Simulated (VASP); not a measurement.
Wanted: the native input for a VASP 6.6.1 run.

| Item | Value |
| --- | --- |
| Task | single point |
| Functional | PBEsol |
| Potentials or basis | VASP PAW PBE potentials, release 64 (In_d) |
| Cutoff | 520 eV |
| k mesh | 11 × 11 × 11 |
| Occupations | fermi-dirac, width 0.05 eV |
| Spin | no spin polarisation |
| Dipole correction | no |
| Further INCAR settings | ALGO = Normal; EDIFF = 1e-07; NBANDS = 12 |

The structure of In lies in POSCAR:

```
In
1.0
   -1.6035014962      1.6035014962      2.4402675233
    1.6035014962     -1.6035014962      2.4402675233
    1.6035014962      1.6035014962     -2.4402675233
In
1
Direct
    0.0000000000      0.0000000000      0.0000000000
```

This cell differs from its parent crystal: volume scaled by 0.96.

These files were run (other wordings do the same):

INCAR

```
ALGO = Normal
EDIFF = 1E-7
ENCUT = 520
GGA = PS
ISIF = 2
ISMEAR = -1
LASPH = T
LCHARG = F
LREAL = F
LWAVE = F
NBANDS = 12
NELM = 60
PREC = Accurate
SIGMA = 0.05
```

KPOINTS

```
k-points
0
Gamma
  11 11 11
```

Potentials or basis: VASP PAW PBE potentials, release 64 (In_d).

The run is started by

```sh
$ cat potpaw_PBE.64/In_d/POTCAR > POTCAR
$ mpirun -np 1 vasp_std > vasp.out
```

Results of the run:

```yaml
Pressure: 0.8 GPa
```

Caveat: the PAW data sets were made with another functional, which shifts forces and pressure a little.

Wall time 31 s on 1 thread of Intel Xeon 6975P-C (shared host), peak memory 0.18 GiB.
